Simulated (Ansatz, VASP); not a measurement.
Two plane-wave programs on Al2Cl2F

```
CELL_PARAMETERS angstrom
-1.93339 2.80055 4.29463
1.93339 -2.80055 4.29463
1.93339 2.80055 -4.29463
ATOMIC_POSITIONS crystal
Al 0.25543 0.50000 0.75543
Al 0.74457 0.50000 0.24457
Cl 0.75830 0.25830 0.50000
Cl 0.24170 0.74170 0.50000
F 0.00000 0.00000 0.00000
```

Change from the starting cell: species swapped into the Ho2AlNi2 type (Immm, No. 71).

Alike in both runs: functional PBE; k mesh 12 × 12 × 12; occupations gaussian, width 0.1 eV; no spin polarisation.

Ansatz relaxed the structure, and its values are those at the end. VASP's run is a single point on that final structure, the one shown.

```csv
,VASP,Ansatz
version,VASP 6.6.1,Ansatz 0.2.0
potentials or method,"VASP PAW PBE potentials, release 64 (Al, Cl, F), cutoff 520 eV","scalar-relativistic, plane waves, PAW"
valence electrons in the cell,27,27
```

Ansatz gave:

* gap on the k mesh at the Fermi level (eV): none
* pressure (GPa): 0.0
* rms of the force components (eV/Å): 0.000

Problem. Which values does VASP return?

Solution. gap on the k mesh at the Fermi level (eV): none; pressure (GPa): -0.1; rms of the force components (eV/Å): 0.006.

A gap of «none» marks a metal or a gap that the smearing closes.
